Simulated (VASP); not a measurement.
# AlGa3Sb2 (P6/mmm) in VASP: notebook, part 2 of 2

VASP 6.6.1. Earlier steps stand in the parts before.

**3. Single point, PBE**

This run uses another cell than the first one, of 35.10 Å³/atom, 1.300 times its volume.

INCAR

```
SYSTEM = AlGa3Sb2
  PREC = Accurate
  ENCUT = 520
  EDIFF = 1E-6
  ISMEAR = 0
  SIGMA = 0.1
  LREAL = .False.
  LASPH = .True.
  NELM = 80
  ALGO = Normal
  ISIF = 2
  LWAVE = .False.
  LCHARG = .True.
  GGA = PE
  LELF = .True.
  LVHAR = .True.
  NBANDS = 35
```

KPOINTS

```
Automatic mesh
0
Gamma
  6 6 2
  0 0 0
```

POSCAR

```
AlGa3Sb2
1.0
    5.5504682710     -0.0000000033      0.0000000000
   -2.7752341326      4.8068465272      0.0000000000
    0.0000000000      0.0000000000      7.8940382240
Al Ga Sb
1 3 2
Direct
    0.0000000000      0.0000000000      0.5000000000
    0.5000000000      0.0000000000      0.5000000000
    0.0000000000      0.5000000000      0.5000000000
    0.5000000000      0.5000000000      0.5000000000
    0.0000000000      0.0000000000      0.8331036227
    0.0000000000      0.0000000000      0.1668963773
```

Potentials or basis: VASP PAW PBE potentials, release 64 (Al, Ga_d, Sb).

Run with:

```bash
$ cat potpaw_PBE.64/Al/POTCAR potpaw_PBE.64/Ga_d/POTCAR potpaw_PBE.64/Sb/POTCAR > POTCAR
$ mpirun -np 1 vasp_std > vasp.out
```

OUTCAR:

```text
SYSTEM = AlGa3Sb2
   PREC = Accurate
   ENCUT = 520
   EDIFF = 1E-6
   ISMEAR = 0
   LREAL = .False.
   LASPH = .True.
   NELM = 80
   ISIF = 2
   GGA = PE

 ion  position               nearest neighbor table
   1  0.000  0.000  0.500-   5 2.63   6 2.63   3 2.78   3 2.78   4 2.78   4 2.78   2 2.78   2 2.78

   2  0.500  0.000  0.500-   4 2.78   4 2.78   3 2.78   3 2.78   1 2.78   1 2.78
   3  0.000  0.500  0.500-   1 2.78   1 2.78   2 2.78   2 2.78   4 2.78   4 2.78
   4  0.500  0.500  0.500-   2 2.78   2 2.78   1 2.78   1 2.78   3 2.78   3 2.78
   5  0.000  0.000  0.833-   1 2.63   6 2.63
   6  0.000  0.000  0.167-   1 2.63   5 2.63

  LATTYP: Found a hexagonal cell.
 ALAT       =     5.5504682710
 C/A-ratio  =     1.4222292316

  Lattice vectors:

 A1 = (   5.5504682710,  -0.0000000033,   0.0000000000)
 A2 = (  -2.7752341326,   4.8068465272,   0.0000000000)
 A3 = (   0.0000000000,   0.0000000000,   7.8940382240)

Analysis of symmetry for initial positions (statically):
=====================================================================
 Subroutine PRICEL returns:
 Original cell was already a primitive cell.

 Routine SETGRP: Setting up the symmetry group for a
 hexagonal supercell.

 Subroutine GETGRP returns: Found 24 space group operations
 (whereof 24 operations were pure point group operations)
 out of a pool of 24 trial point group operations.

The static configuration has the point symmetry D_6h.

Analysis of symmetry for dynamics (positions and initial velocities):
=====================================================================
 Subroutine PRICEL returns:
 Original cell was already a primitive cell.

 Routine SETGRP: Setting up the symmetry group for a
 hexagonal supercell.

 Subroutine GETGRP returns: Found 24 space group operations
 (whereof 24 operations were pure point group operations)
 out of a pool of 24 trial point group operations.

The dynamic configuration has the point symmetry D_6h.

 Subroutine INISYM returns: Found 24 space group operations
 (whereof 24 operations are pure point group operations),
 and found     1 'primitive' translations

----------------------------------------------------------------------------------------

                                     Primitive cell

  volume of cell :     210.6149

  direct lattice vectors                    reciprocal lattice vectors
     5.550468271 -0.000000003  0.000000000     0.180164979  0.104018299  0.000000000
    -2.775234133  4.806846527  0.000000000     0.000000000  0.208036598  0.000000000
     0.000000000  0.000000000  7.894038224     0.000000000  0.000000000  0.126677877

  length of vectors
     5.550468271  5.550468271  7.894038224     0.208036598  0.208036598  0.126677877

  position of ions in fractional coordinates (direct lattice)
     0.000000000  0.000000000  0.500000000
     0.500000000  0.000000000  0.500000000
     0.000000000  0.500000000  0.500000000
     0.500000000  0.500000000  0.500000000
     0.000000000  0.000000000  0.833103623
     0.000000000  0.000000000  0.166896377

  ion indices of the primitive-cell ions
[... 38 lines left out ...]
  0.333333  0.000000  0.000000      6.000000
  0.500000  0.000000  0.000000      3.000000
  0.166667  0.166667  0.000000      6.000000
  0.333333  0.166667  0.000000     12.000000
  0.333333  0.333333  0.000000      2.000000
  0.000000  0.000000  0.500000      1.000000
  0.166667  0.000000  0.500000      6.000000
  0.333333  0.000000  0.500000      6.000000
  0.500000  0.000000  0.500000      3.000000
  0.166667  0.166667  0.500000      6.000000
  0.333333  0.166667  0.500000     12.000000
  0.333333  0.333333  0.500000      2.000000
   k-points           NKPTS =     14   k-points in BZ     NKDIM =     14   number of bands    NBANDS=     35
   number of dos      NEDOS =    301   number of ions     NIONS =      6
   total plane-waves  NPLWV = 105840
   dimension x,y,z NGX =    42 NGY =   42 NGZ =   60
   dimension x,y,z NGXF=    84 NGYF=   84 NGZF=  120
   ions per type =               1   3   2
   NGX,Y,Z   is equivalent  to a cutoff of  12.58, 12.58, 12.64 a.u.
   NGXF,Y,Z  is equivalent  to a cutoff of  25.16, 25.16, 25.27 a.u.
 SYSTEM =  AlGa3Sb2
   PREC   = accura    normal or accurate (medium, high low for compatibility)
   ISTART =      0    job   : 0-new  1-cont  2-samecut
   ICHARG =      2    charge: 1-file 2-atom 10-const
   ISPIN  =      1    spin polarized calculation?
   LNONCOLLINEAR =      F non collinear calculations
   LSORBIT =      F    spin-orbit coupling
   LASPH  =      T    aspherical Exc in radial PAW
   ENCUT  =  520.0 eV  38.22 Ry    6.18 a.u.  10.32 10.32 14.68*2*pi/ulx,y,z
   NELM   =     80;   NELMIN=  2; NELMDL= -5     # of ELM steps
   EDIFF  = 0.1E-05   stopping-criterion for ELM
   LREAL  =      F    real-space projection
   EDIFFG = 0.1E-04   stopping-criterion for IOM
   NSW    =      0    number of steps for IOM
   IBRION =     -1    ionic relax: 0-MD 1-quasi-New 2-CG
   NFREE  =      0    steps in history (QN), initial steepest desc. (CG)
   ISIF   =      2    stress and relaxation
   ISYM   =      2    0-nonsym 1-usesym 2-fastsym
   POTIM  = 0.5000    time-step for ionic-motion
   TEBEG  =    0.0;   TEEND  =   0.0 temperature during run
   PSTRESS=    0.0 pullay stress
   NELECT =      52.0000    total number of electrons
   NUPDOWN=      -1.0000    fix difference up-down
   EMIN   =  10.00;   EMAX   =-10.00  energy-range for DOS
   EFERMI =   0.00;   METHOD = LEGACY
   ISMEAR =     0;   SIGMA  =   0.10  broadening in eV -4-tet -1-fermi 0-gaus
   EFERMI_NEDOS =   21; number of points for ismear=-14 and -15
   IALGO  =     38    algorithm
   IMIX   =      4    mixing-type and parameters
     AMIX     =   0.40;   BMIX     =  1.00
     AMIX_MAG =   1.60;   BMIX_MAG =  1.00
  volume/ion in A,a.u.               =      35.10       236.88
  Fermi-wavevector in a.u.,A,eV,Ry     =   1.027022  1.940789 14.351063  1.054773
  Thomas-Fermi vector in A             =   2.160945
   LORBIT       =      0    0 simple, 1 ext, 2 COOP (PROOUT), +10 PAW based schemes
   GGA     = PE    functional components
   LHFCALC =     F    Hartree Fock is set to
   AEXX    =    0.0000 exact exchange contribution
   IVDW    =     0    specifies the selected vdW correction
   LEPSILON=     F    determine dielectric tensor
   LRPA    =     F    only Hartree local field effects (RPA)
 non-spin polarized calculation
 Gauss-broadening in eV      SIGMA  =   0.10
  energy-cutoff  :      520.00
  volume of cell :      210.61
 maximum number of plane-waves:      5718
 NGX is ok and might be reduce to    42
   NGX = 21   NGY = 21   NGZ = 29

 number of electron      51.9999983 magnetization

 Free energy of the ion-electron system (eV)
  ---------------------------------------------------
  ext. energy  EPLUGINS =         0.00000000
  ---------------------------------------------------
  free energy    TOTEN  =       -17.78162799 eV

  energy without entropy =      -17.77386328  energy(sigma->0) =      -17.77774564

 E-fermi :   2.5370     XC(G=0):  -7.7904

 val. band max:        2.3978548751   @ k =   0.3333   0.0000   0.0000
 cond. band min:       2.5854793765   @ k =   0.3333   0.0000   0.0000
 fundamental gap:      0.1876245014
 Fermi energy:         2.5369552748

 k-point     1 :       0.0000    0.0000    0.0000
  band No.  band energies     occupation
      1     -12.7192      2.00000
      2     -12.6282      2.00000
      3     -12.6282      2.00000
      4     -12.5857      2.00000
      5     -12.5658      2.00000
      6     -12.5071      2.00000
[... 521 lines left out ...]
     34       7.5999      0.00000
     35       7.8122      0.00000

------------------------ aborting loop because EDIFF is reached ----------------------------------------

  FORCE on cell =-STRESS in cart. coord.  units (eV):
  Direction    XX          YY          ZZ          XY          YZ          ZX
  --------------------------------------------------------------------------------------
  -------------------------------------------------------------------------------------
  Total        0.0436829      0.0436829     -0.0260033      0.0000000     -0.0000000     -0.0000000
  in kB        0.3323017      0.3323017     -0.1978111      0.0000000     -0.0000000     -0.0000000
  external PRESSURE =       0.1555974 kB  Pullay stress =       0.0000000 kB

 VOLUME and BASIS-vectors are now :
 -----------------------------------------------------------------------------
  energy-cutoff  :      520.00
  volume of cell :      210.61
      direct lattice vectors                 reciprocal lattice vectors
     5.550468271 -0.000000003  0.000000000     0.180164979  0.104018299  0.000000000
    -2.775234133  4.806846527  0.000000000     0.000000000  0.208036598  0.000000000
     0.000000000  0.000000000  7.894038224     0.000000000  0.000000000  0.126677877

 POSITION                                       TOTAL-FORCE (eV/Angst)
 -----------------------------------------------------------------------------------
      0.00000      0.00000      3.94702        -0.000000      0.000000      0.000000
      2.77523     -0.00000      3.94702        -0.000000      0.000000      0.000000
     -1.38762      2.40342      3.94702        -0.000000      0.000000      0.000000
      1.38762      2.40342      3.94702        -0.000000      0.000000      0.000000
      0.00000      0.00000      6.57655        -0.000000     -0.000000      0.006719
      0.00000      0.00000      1.31749         0.000000      0.000000     -0.006719
 -----------------------------------------------------------------------------------
    total drift:                                0.000000      0.000000     -0.000000

  FREE ENERGIE OF THE ION-ELECTRON SYSTEM (eV)
  ---------------------------------------------------
  free  energy   TOTEN  =       -17.7816279911 eV

  energy  without entropy=      -17.7738632795  energy(sigma->0) =      -17.77774564
```

Run time: 98 s. Hardware: 1 thread of Intel Xeon Platinum 8259CL at 2.50GHz (Skylake/Cascade Lake), shared host; peak memory 0.36 GiB.

What came out:

| Item | Value |
| --- | --- |
| Free energy | -17.7816 eV |
| Pressure | 0.0 GPa |
| Largest force | 0.007 eV/Å |
| Band gap on the k mesh | zero (band 26 reaches 3.22 eV, above the bottom of band 27 at 1.20 eV) |

Forces on the atoms (eV/Å):
```
Al   0.000  0.000  0.000
Ga   0.000  0.000  0.000
Ga   0.000  0.000  0.000
Ga   0.000  0.000  0.000
Sb   0.000  0.000  0.007
Sb   0.000  0.000 -0.007
```

Levels at points of the mesh, in eV from the Fermi level:
| k point | band 22 | band 23 | band 24 | band 25 | band 26 | band 27 | band 28 | band 29 | band 30 | band 31 |
| --- | --- | --- | --- | --- | --- | --- | --- | --- | --- | --- |
| (0.00, 0.00, 0.00) | -3.15 | -3.15 | -2.70 | -0.94 | -0.53 | -0.53 | 0.25 | 0.25 | 0.76 | 1.43 |
| (0.50, 0.00, 0.00) | -1.75 | -1.69 | -1.02 | -0.97 | -0.24 | 0.23 | 1.67 | 1.75 | 1.96 | 2.47 |
| (0.00, 0.00, 0.50) | -3.15 | -3.15 | -2.70 | -1.93 | -1.34 | -1.34 | 0.07 | 1.48 | 1.48 | 3.01 |
| (0.50, 0.00, 0.50) | -3.78 | -2.60 | -1.62 | 0.20 | 0.68 | 0.93 | 1.26 | 1.52 | 1.96 | 2.09 |

Caveat: the k points lie up to 0.40 Å⁻¹ apart; spin-orbit coupling is left out, which moves the levels of the heavy elements.
